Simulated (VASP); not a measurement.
A run of VASP 6.6.1 is set up as follows.

File INCAR:

```
ALGO     = Normal         # electronic algorithm
EDIFF    = 1E-6           # SCF threshold, eV
ENCUT    = 520            # plane-wave cutoff, eV
GGA      = PE             # functional
ISIF     = 2              # what is computed and relaxed
ISMEAR   = 0              # smearing method
LASPH    = True           # aspherical terms in the spheres
LCHARG   = False          # write CHGCAR
LREAL    = False          # projectors in reciprocal space
LWAVE    = False          # write WAVECAR
NBANDS   = 23             # bands
NELM     = 100            # most SCF steps
PREC     = Accurate       # precision mode
SIGMA    = 0.1            # smearing width, eV
```

File KPOINTS:

```
k-points
0
Gamma
  8 8 8
```

POSCAR

```
P4Pt
1.0
    4.6683613666      0.0000000000      0.0000000000
    0.0000000000      4.6683613666      0.0000000000
    0.0000000000      0.0000000000      4.6683613666
P Pt
4 1
Direct
    0.0000000000      0.5000000000      0.5000000000
    0.5000000000      0.0000000000      0.5000000000
    0.5000000000      0.5000000000      0.0000000000
    0.0000000000      0.0000000000      0.0000000000
    0.5000000000      0.5000000000      0.5000000000
```

Potentials or basis: VASP PAW PBE potentials, release 64 (P, Pt).

Run with:

```bash
$ cat potpaw_PBE.64/P/POTCAR potpaw_PBE.64/Pt/POTCAR > POTCAR
$ mpirun -np 1 vasp_std > vasp.out
```

Task: Estimate the pressure.

Result: -0.1 GPa.

Task: What does it give for the band gap on the k mesh?

Result: Zero (band 15 reaches 7.56 eV, above the bottom of band 16 at 5.03 eV).

Caveat: spin-orbit coupling is left out, which moves the levels of the heavy elements.
